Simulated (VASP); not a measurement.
**LiF: vibrations by perturbation theory with PBEsol**

The system is LiF.

```
CELL_PARAMETERS angstrom
0.00000 2.00404 2.00404
2.00404 0.00000 2.00404
2.00404 2.00404 0.00000
ATOMIC_POSITIONS crystal
Li 0.00000 0.00000 0.00000
F 0.50000 0.50000 0.50000
```

```
Program                : VASP 6.6.1
Task                   : vibrations by perturbation theory
Functional             : PBEsol
Potentials or basis    : VASP PAW PBE potentials, release 64 (Li_sv, F)
Cutoff                 : 520 eV
k mesh                 : 10 × 10 × 10
Occupations            : gaussian, width 0.01 eV
Spin                   : no spin polarisation
Dipole correction      : no
Further INCAR settings : ALGO = Normal; EDIFF = 1e-08; NBANDS = 12; IBRION = 8; NSW = 1
```

```yaml
Electronic_dielectric_tensor_diagonal: 2.09
Born_charges_mean_of_the_diagonal: Li +1.05; F -1.05 e
Highest_phonon_frequency_at_Γ_LO-TO_splitting_left_out: 310 cm⁻¹
```

Phonon frequencies in cm⁻¹ (negative: imaginary):
```
              q point           frequencies
(0.000, 0.000, 0.000)  -1 -1 -1 310 310 310
```

Electronic dielectric tensor:
```
2.09 0.00 0.00
0.00 2.09 0.00
0.00 0.00 2.09
```

Born effective charge tensors (e):
atom 1, Li
```
1.05 0.00 0.00
0.00 1.05 0.00
0.00 0.00 1.05
```
atom 2, F
```
-1.05  0.00  0.00
 0.00 -1.05  0.00
 0.00  0.00 -1.05
```

It took 2.9 min on 1 thread of AMD EPYC 9R45 96-Core Processor (Zen 5) (shared host), peak memory 0.15 GiB.
